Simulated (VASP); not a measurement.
# EuSb (zincblende type) (F-43m) in VASP: single point with PBE

Aim: the single point of EuSb (zincblende type) with PBE.

All numbers are computed with VASP 6.6.1; they aren't measurements. Logs are shortened: lines on timing, memory, paths and dates and some standing lists are left out, and cuts for length are marked.

### 1 The cell of the first run

It takes space group F-43m (No. 216, cubic). Conventional cell: a = 7.262 Å, b = 7.262 Å, c = 7.262 Å, α = 90.00°, β = 90.00°, γ = 90.00°. Within 4.1 Å of Eu (site symmetry -43m) lie 4 Sb at 3.14 Å. Sb (site symmetry -43m) has 4 Eu at 3.14 Å within 4.1 Å.

### 2 Single point, PBE, collinear spin, ferromagnetic start

POSCAR

```
EuSb
1.0
    0.0000000000      3.6310537373      3.6310537373
    3.6310537373      0.0000000000      3.6310537373
    3.6310537373      3.6310537373      0.0000000000
Eu Sb
1 1
Direct
    0.0000000000      0.0000000000      0.0000000000
    0.2500000000      0.2500000000      0.2500000000
```

INCAR.step1

```
PREC = Accurate
ENCUT = 520
EDIFF = 1E-6
ISMEAR = -1
SIGMA = 0.03
LREAL = False
LASPH = True
NELM = 150
ALGO = Normal
ISIF = 2
LWAVE = False
LCHARG = True
ISPIN = 2
MAGMOM = 7 0
LMAXMIX = 6
GGA = PE
NBANDS = 22
```

KPOINTS.step1

```
regular mesh
0
Gamma
  9 9 9
```

INCAR.step2

```
PREC = Accurate
ENCUT = 520
EDIFF = 1E-6
ISMEAR = -5
SIGMA = 0.03
LREAL = False
LASPH = True
NELM = 150
ALGO = Normal
ISIF = 2
LWAVE = False
LCHARG = False
ISPIN = 2
MAGMOM = 7 0
LORBIT = 10
LMAXMIX = 6
GGA = PE
NEDOS = 1001
ICHARG = 11
```

KPOINTS.step2

```
regular mesh
0
Gamma
  14 14 14
```

Potentials or basis: VASP PAW PBE potentials, release 64 (Eu, Sb).

Run with:

```
cat potpaw_PBE.64/Eu/POTCAR potpaw_PBE.64/Sb/POTCAR > POTCAR
cp INCAR.step1 INCAR
cp KPOINTS.step1 KPOINTS
mpirun -np 1 vasp_std > vasp.out
cp INCAR.step2 INCAR
cp KPOINTS.step2 KPOINTS
mpirun -np 1 vasp_std > vasp.out
```

OUTCAR:

```text
PREC = Accurate
   ENCUT = 520
   EDIFF = 1E-6
   ISMEAR = -5
   LREAL = False
   LASPH = True
   NELM = 150
   ISIF = 2
   ISPIN = 2
   LORBIT = 10
   GGA = PE
   ICHARG = 11

 ion  position               nearest neighbor table
   1  0.000  0.000  0.000-   2 3.14   2 3.14   2 3.14   2 3.14
   2  0.250  0.250  0.250-   1 3.14   1 3.14   1 3.14   1 3.14

  LATTYP: Found a face centered cubic cell.
 ALAT       =     7.2621074746

  Lattice vectors:

 A1 = (   0.0000000000,   3.6310537373,   3.6310537373)
 A2 = (   3.6310537373,   0.0000000000,   3.6310537373)
 A3 = (   3.6310537373,   3.6310537373,   0.0000000000)

Analysis of symmetry for initial positions (statically):
=====================================================================
 Subroutine PRICEL returns:
 Original cell was already a primitive cell.

 Routine SETGRP: Setting up the symmetry group for a
 face centered cubic supercell.

 Subroutine GETGRP returns: Found 24 space group operations
 (whereof 24 operations were pure point group operations)
 out of a pool of 48 trial point group operations.

The static configuration has the point symmetry T_d .

Analysis of symmetry for dynamics (positions and initial velocities):
=====================================================================
 Subroutine PRICEL returns:
 Original cell was already a primitive cell.

 Routine SETGRP: Setting up the symmetry group for a
 face centered cubic supercell.

 Subroutine GETGRP returns: Found 24 space group operations
 (whereof 24 operations were pure point group operations)
 out of a pool of 48 trial point group operations.

The dynamic configuration has the point symmetry T_d .

Analysis of structural, dynamic, and magnetic symmetry:
=====================================================================
 Subroutine PRICEL returns:
 Original cell was already a primitive cell.

 Routine SETGRP: Setting up the symmetry group for a
 face centered cubic supercell.

 Subroutine GETGRP returns: Found 24 space group operations
 (whereof 24 operations were pure point group operations)
 out of a pool of 48 trial point group operations.

The overall configuration has the point symmetry T_d .

 Subroutine INISYM returns: Found 24 space group operations
 (whereof 24 operations are pure point group operations),
 and found     1 'primitive' translations

----------------------------------------------------------------------------------------

                                     Primitive cell

  volume of cell :      95.7476

  direct lattice vectors                    reciprocal lattice vectors
     0.000000000  3.631053737  3.631053737    -0.137701074  0.137701074  0.137701074
     3.631053737  0.000000000  3.631053737     0.137701074 -0.137701074  0.137701074
     3.631053737  3.631053737  0.000000000     0.137701074  0.137701074 -0.137701074

  length of vectors
     5.135085441  5.135085441  5.135085441     0.238505257  0.238505257  0.238505257

  position of ions in fractional coordinates (direct lattice)
     0.000000000  0.000000000  0.000000000
     0.250000000  0.250000000  0.250000000

  ion indices of the primitive-cell ions
   primitive index   ion index
                 1           1
                 2           2

----------------------------------------------------------------------------------------

 KPOINTS: regular mesh

Automatic generation of k-mesh.
 Grid dimensions read from file:
 generate k-points for:   14   14   14

 Generating k-lattice:

  Cartesian coordinates                     Fractional coordinates (reciprocal lattice)
    -0.009835791  0.009835791  0.009835791     0.071428571  0.000000000  0.000000000
     0.009835791 -0.009835791  0.009835791     0.000000000  0.071428571  0.000000000
     0.009835791  0.009835791 -0.009835791     0.000000000  0.000000000  0.071428571

  Length of vectors
     0.017036090  0.017036090  0.017036090

  Shift w.r.t. Gamma in fractional coordinates (k-lattice)
     0.000000000  0.000000000  0.000000000

 TETIRR: Found    389 inequivalent tetrahedra from    16464

 Subroutine IBZKPT returns following result:
 ===========================================

 Found    104 irreducible k-points:

 Following reciprocal coordinates:
            Coordinates               Weight
  0.000000  0.000000  0.000000      1.000000
  0.071429  0.000000  0.000000      8.000000
  0.142857  0.000000  0.000000      8.000000
  0.214286  0.000000  0.000000      8.000000
  0.285714  0.000000  0.000000      8.000000
  0.357143  0.000000  0.000000      8.000000
[... 16 lines left out ...]
  0.214286  0.142857  0.000000     24.000000
  0.285714  0.142857  0.000000     24.000000
 [... further k-points ...]
   k-points           NKPTS =    104   k-points in BZ     NKDIM =    104   number of bands    NBANDS=     19
   number of dos      NEDOS =   1001   number of ions     NIONS =      2
   total plane-waves  NPLWV =  64000
   dimension x,y,z NGX =    40 NGY =   40 NGZ =   40
   dimension x,y,z NGXF=    80 NGYF=   80 NGZF=   80
   ions per type =               1   1
   NGX,Y,Z   is equivalent  to a cutoff of  12.95, 12.95, 12.95 a.u.
   NGXF,Y,Z  is equivalent  to a cutoff of  25.90, 25.90, 25.90 a.u.
 SYSTEM =  unknown system
   PREC   = accura    normal or accurate (medium, high low for compatibility)
   ISTART =      0    job   : 0-new  1-cont  2-samecut
   ICHARG =     11    charge: 1-file 2-atom 10-const
   ISPIN  =      2    spin polarized calculation?
   LNONCOLLINEAR =      F non collinear calculations
   LSORBIT =      F    spin-orbit coupling
   LASPH  =      T    aspherical Exc in radial PAW
   ENCUT  =  520.0 eV  38.22 Ry    6.18 a.u.   9.55  9.55  9.55*2*pi/ulx,y,z
   NELM   =    150;   NELMIN=  2; NELMDL=  0     # of ELM steps
   EDIFF  = 0.1E-05   stopping-criterion for ELM
   LREAL  =      F    real-space projection
   EDIFFG = 0.1E-04   stopping-criterion for IOM
   NSW    =      0    number of steps for IOM
   IBRION =     -1    ionic relax: 0-MD 1-quasi-New 2-CG
   NFREE  =      0    steps in history (QN), initial steepest desc. (CG)
   ISIF   =      2    stress and relaxation
   ISYM   =      2    0-nonsym 1-usesym 2-fastsym
   POTIM  = 0.5000    time-step for ionic-motion
   TEBEG  =    0.0;   TEEND  =   0.0 temperature during run
   PSTRESS=    0.0 pullay stress
   NELECT =      22.0000    total number of electrons
   NUPDOWN=      -1.0000    fix difference up-down
   EMIN   =  10.00;   EMAX   =-10.00  energy-range for DOS
   EFERMI =   0.00;   METHOD = LEGACY
   ISMEAR =    -5;   SIGMA  =   0.03  broadening in eV -4-tet -1-fermi 0-gaus
   EFERMI_NEDOS =   21; number of points for ismear=-14 and -15
   IALGO  =     38    algorithm
   IMIX   =      4    mixing-type and parameters
     AMIX     =   0.40;   BMIX     =  1.00
     AMIX_MAG =   1.60;   BMIX_MAG =  1.00
  volume/ion in A,a.u.               =      47.87       323.07
  Fermi-wavevector in a.u.,A,eV,Ry     =   1.002705  1.894837 13.679525  1.005417
  Thomas-Fermi vector in A             =   2.135209
   LORBIT       =     10    0 simple, 1 ext, 2 COOP (PROOUT), +10 PAW based schemes
   GGA     = PE    functional components
   LHFCALC =     F    Hartree Fock is set to
   AEXX    =    0.0000 exact exchange contribution
   IVDW    =     0    specifies the selected vdW correction
   LEPSILON=     F    determine dielectric tensor
   LRPA    =     F    only Hartree local field effects (RPA)
 spin polarized calculation
 Fermi weights with tetrahedron method with Bloechl corrections
  energy-cutoff  :      520.00
  volume of cell :       95.75
 maximum number of plane-waves:      2637
 NGX is ok and might be reduce to    40

 number of electron      21.9999996 magnetization       6.0008749

 Free energy of the ion-electron system (eV)
  ---------------------------------------------------
  ext. energy  EPLUGINS =         0.00000000
  ---------------------------------------------------
  free energy    TOTEN  =       -16.28793804 eV

  energy without entropy =      -16.28793804  energy(sigma->0) =      -16.28793804

 E-fermi :   1.1394     XC(G=0):  -7.6619

 val. band max:        1.1523101927   @ k =   0.5000   0.0000   0.0000
 cond. band min:       1.1397198718   @ k =   0.2857   0.2143   0.0714
 fundamental gap:     -0.0125903209
 Fermi energy:         1.1393919107

 spin component 1

 k-point     1 :       0.0000    0.0000    0.0000
  band No.  band energies     occupation
      1     -40.0749      1.00000
      2     -18.7411      1.00000
      3     -18.7411      1.00000
      4     -18.7411      1.00000
      5      -6.6503      1.00000
      6       0.5068      1.00000
[... 11 lines left out ...]
     18       4.2001      0.00000
     19       7.2246      0.00000
[... 485 lines left out ...]
 k-point    24 :       0.2857    0.1429    0.0000
  band No.  band energies     occupation
      1     -40.0745      1.00000
      2     -18.7600      1.00000
      3     -18.7459      1.00000
      4     -18.7457      1.00000
      5      -6.4047      1.00000
      6      -0.0393      1.00000
[... 11 lines left out ...]
     18       5.1664      0.00000
     19       5.5211      0.00000

 [... further k-points ...]

 spin component 2

 k-point     1 :       0.0000    0.0000    0.0000
  band No.  band energies     occupation
      1     -37.0877      1.00000
      2     -16.6167      1.00000
      3     -16.6167      1.00000
      4     -16.6167      1.00000
      5      -6.9545      1.00000
      6       0.5868      1.00000
[... 11 lines left out ...]
     18       5.8017      0.00000
     19       7.6188      0.00000
[... 485 lines left out ...]
 k-point    24 :       0.2857    0.1429    0.0000
  band No.  band energies     occupation
      1     -37.0869      1.00000
      2     -16.6486      1.00000
      3     -16.6241      1.00000
      4     -16.6238      1.00000
      5      -6.7042      1.00000
      6      -0.1036      1.00000
[... 11 lines left out ...]
     18       6.0082      0.00000
     19       6.1772      0.00000

 [... further k-points ...]

------------------------ aborting loop because EDIFF is reached ----------------------------------------

  FORCE on cell =-STRESS in cart. coord.  units (eV):
  Direction    XX          YY          ZZ          XY          YZ          ZX
  --------------------------------------------------------------------------------------
  -------------------------------------------------------------------------------------
  Total        0.0789755      0.0789755      0.0789755      0.0000000      0.0000000      0.0000000
  in kB        1.3215230      1.3215230      1.3215230      0.0000000      0.0000000      0.0000000
  external PRESSURE =       1.3215230 kB  Pullay stress =       0.0000000 kB

 VOLUME and BASIS-vectors are now :
 -----------------------------------------------------------------------------
  energy-cutoff  :      520.00
  volume of cell :       95.75
      direct lattice vectors                 reciprocal lattice vectors
     0.000000000  3.631053737  3.631053737    -0.137701074  0.137701074  0.137701074
     3.631053737  0.000000000  3.631053737     0.137701074 -0.137701074  0.137701074
     3.631053737  3.631053737  0.000000000     0.137701074  0.137701074 -0.137701074

 POSITION                                       TOTAL-FORCE (eV/Angst)
 -----------------------------------------------------------------------------------
      0.00000      0.00000      0.00000        -0.000000     -0.000000     -0.000000
      1.81553      1.81553      1.81553         0.000000      0.000000      0.000000
 -----------------------------------------------------------------------------------
    total drift:                                0.000000      0.000000      0.000000

  FREE ENERGIE OF THE ION-ELECTRON SYSTEM (eV)
  ---------------------------------------------------
  free  energy   TOTEN  =       -16.2879380399 eV

  energy  without entropy=      -16.2879380399  energy(sigma->0) =      -16.28793804

 total charge

# of ion       s       p       d       f       tot
--------------------------------------------------
    1        2.056   5.724   0.329   6.547  14.656
    2        1.139   1.368   0.004   0.000   2.511
--------------------------------------------------
tot          3.195   7.093   0.332   6.547  17.167

 magnetization (x)

# of ion       s       p       d       f       tot
--------------------------------------------------
    1       -0.006  -0.129   0.019   6.517   6.401
    2       -0.005  -0.255   0.001   0.000  -0.260
--------------------------------------------------
tot         -0.011  -0.384   0.020   6.517   6.141
```

Run time: 16 min. Hardware: 1 thread of AMD EPYC 7R13, shared host; peak memory 0.5 GiB.

What came out:

```yaml
Net_moment: 6.00 μB per cell
Site_moments: Eu +6.40; Sb -0.26 μB
Valence_electrons_inside_the_program's_atomic_spheres: Eu 14.66; Sb 2.51
```

Levels at points of the mesh, in eV from the Fermi level:
Spin up:
```
           k point  band 10  band 11  band 12  band 13  band 14  band 15  band 16  band 17  band 18  band 19
(0.00, 0.00, 0.00)    -0.29    -0.29    -0.29    -0.12    -0.12    -0.12     2.39     3.06     3.06     6.09
(0.50, 0.00, 0.00)    -0.33    -0.32    -0.32    -0.29     0.01     0.01     3.00     3.32     3.32     4.41
(0.50, 0.50, 0.00)    -0.33    -0.32    -0.32    -0.31     0.26     0.26     1.69     2.80     3.74     3.87
```
Spin down:
```tsv
k point	band 6	band 7	band 8	band 9	band 10	band 11
(0.00, 0.00, 0.00)	-0.55	-0.55	-0.55	2.28	3.64	3.64
(0.50, 0.00, 0.00)	-1.52	-0.36	-0.36	3.32	3.76	3.76
(0.50, 0.50, 0.00)	-1.73	-0.13	-0.13	1.98	3.13	4.20
```

Caveat: spin-orbit coupling is left out, which moves the levels of the heavy elements; a cell with one magnetic atom can't hold antiferromagnetic order, which such compounds often take; semilocal functionals describe open f shells poorly, which spoils levels, moments and volumes; tetrahedron occupations give inexact forces and stress in metals.
